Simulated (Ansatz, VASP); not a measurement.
# Al: VASP beside Ansatz

```
Al
1.0
     0.00000    1.98266    1.98266
     1.98266    0.00000    1.98266
     1.98266    1.98266    0.00000
Al
1
Cartesian
  0.0000 0.0000 0.0000
```

Change from the starting cell: volume scaled by 0.94, crystal datasets.

Alike in both runs: task electric field gradients; functional PBE; k mesh 14 × 14 × 14; occupations fermi-dirac, width 0.05 eV; no spin polarisation.

|  | VASP | Ansatz |
| --- | --- | --- |
| version | VASP 6.6.1 | Ansatz 0.2.0 |
| potentials or method | VASP PAW PBE potentials, release 64 (Al), cutoff 520 eV | all-electron PAW with datasets made for the crystal, scalar-relativistic |

|  | VASP | Ansatz | Ansatz less VASP |
| --- | --- | --- | --- |
| pressure (GPa) | 4.7 | 4.7 | +0.02 |

Ansatz ran all-electron here, and VASP with PAW potentials.
